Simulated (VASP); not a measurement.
A run of VASP 6.6.1:

File INCAR:

```
SYSTEM = SnSe
PREC = Accurate
ENCUT = 520
EDIFF = 1E-6
ISMEAR = -1
SIGMA = 0.02
LREAL = .False.
LASPH = .True.
NELM = 60
ALGO = Normal
ISIF = 2
LWAVE = .False.
LCHARG = .False.
NBANDS = 17
```

KPOINTS

```
regular mesh
0
Gamma
  9 9 9
  0 0 0
```

Contents of POSCAR:

```
SnSe
1.0
    0.0000000000      3.0702000000      3.0100000000
    3.0702000000      0.0000000000      3.0100000000
    3.0702000000      3.0702000000      0.0000000000
Sn Se
1 1
Direct
    0.0000000000      0.0000000000      0.0000000000
    0.5000000000      0.5000000000      0.5000000000
```

Potentials or basis: VASP PAW LDA potentials, release 64 (Sn_d, Se).

The run is started by

```sh
$ cat potpaw_LDA.64/Sn_d/POTCAR potpaw_LDA.64/Se/POTCAR > POTCAR
$ mpirun -np 1 vasp_std > vasp.out
```

Hardware: 1 thread of Intel(R) Xeon(R) 6975P-C (Granite Rapids), on a shared host.

Problem. Estimate the wall time of this run.

Solution. Run time: 16 s on 1 thread of Intel(R) Xeon(R) 6975P-C (Granite Rapids), on a shared host, peak memory 0.2 GiB. Counts: scf iterations 11, k points 75.
